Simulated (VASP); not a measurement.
Here is a VASP 6.6.1 calculation.

Contents of INCAR:

```
SYSTEM = Eu
ALGO = Normal
EDIFF = 1E-7
ENCUT = 520
GGA = PE
ISIF = 2
ISMEAR = -1
ISPIN = 2
LASPH = .True.
LCHARG = .True.
LELF = .True.
LMAXMIX = 6
LORBIT = 11
LREAL = .False.
LVHAR = .True.
LWAVE = .False.
MAGMOM = 7
NBANDS = 18
NELM = 150
PREC = Accurate
SIGMA = 0.05
```

The input KPOINTS:

```
k-points
0
Gamma
  10 10 10
  0 0 0
```

File POSCAR:

```
Eu
1.0
   -2.0830731027      2.0830731027      2.0830731027
    2.0830731027     -2.0830731027      2.0830731027
    2.0830731027      2.0830731027     -2.0830731027
Eu
1
Direct
    0.0000000000      0.0000000000      0.0000000000
```

Potentials or basis: VASP PAW PBE potentials, release 64 (Eu).

Command:

```bash
$ cat potpaw_PBE.64/Eu/POTCAR > POTCAR
$ mpirun -np 1 vasp_std > vasp.out
```

Estimate the pressure.

2.6 GPa.

Estimate the site moments.

Eu +6.65 μB.

 The state reached can hang on the start; a lower one may exist.
